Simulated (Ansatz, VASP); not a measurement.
## Two plane-wave programs on Mg3B2

```xyz
5
Lattice="-2.7400 2.7400 3.0033 2.7400 -2.7400 3.0033 2.7400 2.7400 -3.0033" Properties=species:S:1:pos:R:3 pbc="T T T"
Mg    0.0000    2.7400    0.0000
Mg    2.7400    0.0000    0.0000
Mg    0.0000    0.0000    0.0000
B     0.0000    0.0000    3.7949
B     0.0000    0.0000    2.2117
```

Alike in both runs: functional PBE; k mesh 6 × 6 × 6; occupations gaussian, width 0.1 eV; no spin polarisation.

Ansatz relaxed the structure, and its values are those at the end. VASP's run is a single point on that final structure, the one shown.

|  | VASP | Ansatz |
| --- | --- | --- |
| version | VASP 6.6.1 | Ansatz 0.2.0 |
| potentials or method | VASP PAW PBE potentials, release 64 (Mg, B), cutoff 520 eV | scalar-relativistic, plane waves, PAW |
| valence electrons in the cell | 12 | 36 |

Ansatz gave:

```
gap on the k mesh at the Fermi level (eV) : none
pressure (GPa)                            : 0.1
rms of the force components (eV/Å)        : 0.001
```

Which values does VASP return?

gap on the k mesh at the Fermi level (eV): none; pressure (GPa): 0.0; rms of the force components (eV/Å): 0.004.

A gap of «none» marks a metal or a gap that the smearing closes. VASP's potentials hold 12 valence electrons a cell and Ansatz's 36, so a difference there can come from the potentials and not from the codes.
